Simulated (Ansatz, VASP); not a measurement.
# Two plane-wave programs on Ca

INCAR

```
PREC = Accurate
ENCUT = 520
EDIFF = 1E-6
ISMEAR = -1
SIGMA = 0.1
LREAL = F
LASPH = T
NELM = 80
ALGO = Normal
ISIF = 2
LWAVE = F
LCHARG = F
GGA = RE
NBANDS = 11
```

Contents of KPOINTS:

```
Automatic mesh
0
Gamma
  11 11 11
```

The input POSCAR:

```
Ca
1.0
   -2.1623546950      2.1623546950      2.1623546950
    2.1623546950     -2.1623546950      2.1623546950
    2.1623546950      2.1623546950     -2.1623546950
Ca
1
Direct
    0.0000000000      0.0000000000      0.0000000000
```

Input for Ansatz:

```yaml
crystal:
  lattice:
    - [-2.162354695, 2.162354695, 2.162354695]
    - [2.162354695, -2.162354695, 2.162354695]
    - [2.162354695, 2.162354695, -2.162354695]
  atoms:
    - { symbol: Ca, position: [0.0, 0.0, 0.0] }
hamiltonian:
  xc: revpbe
  pseudopotentials:
    kind: paw
    azcp:
      Ca: "pseudopotentials/Ca.paw.azcp"
basis:
  ecutwfc: 420
  fft_grid_basis: typed
kpoints:
  mp_grid: { grid: [11, 11, 11], shift: [0, 0, 0] }
magnetization:
  spin_polarized: false
scf:
  occupations: { method: fermi_dirac, width: 0.1 }
  lower_state_search: "off"
output:
  stress: true
```

Alike in both runs: task single point; functional revPBE; k mesh 11 × 11 × 11; occupations fermi-dirac, width 0.1 eV; no spin polarisation.

|  | VASP | Ansatz |
| --- | --- | --- |
| version | VASP 6.6.1 | Ansatz 0.2.0 |
| potentials or method | VASP PAW PBE potentials, release 64 (Ca_sv), cutoff 520 eV | plane waves (420 eV) with PAW, scalar-relativistic |
| valence electrons in the cell | 10 | 10 |

|  | VASP | Ansatz | Ansatz less VASP |
| --- | --- | --- | --- |
| pressure (GPa) | 1.6 | 1.5 | -0.02 |

VASP's potentials were made for PBE, not for revPBE.
